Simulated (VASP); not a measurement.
Runs of VASP 6.6.1 on Sr. The structure is that of space group Fd-3m (No. 227), or close to it. The cells are those of the table. This isn't the form of Sr at room conditions, which is fcc.

| cell | gap on the mesh (eV) | pressure (GPa) |
| --- | --- | --- |
| a = 7.046 Å, angles 60.0°, 2 atoms | none | -0.2 |
| a = 6.961 Å, angles 60.0°, 2 atoms | none | -0.2 |
| a = 6.874 Å, angles 60.0°, 2 atoms | none | -0.1 |
| a = 6.502 Å, angles 60.0°, 2 atoms | none | (a) |
| a = 6.785 Å, angles 60.0°, 2 atoms | none | 0.0 |
| a = 6.693 Å, angles 60.0°, 2 atoms | none | (b) |
| a = 6.599 Å, angles 60.0°, 2 atoms | none | 0.3 |

Alike in all rows: task single point; level PBE; potentials or basis VASP PAW PBE potentials, release 64 (Sr_sv); no spin polarisation; k mesh 10 × 10 × 10; cutoff (eV) 520; smearing fermi-dirac 0.1 eV.

Task: Fill in the values left out.

Result: (a) 0.4; (b) 0.1.

A k mesh can miss the band edges, and the runs leave out spin-orbit coupling on Sr.

A gap of «none» marks levels without a gap at the run's occupations.
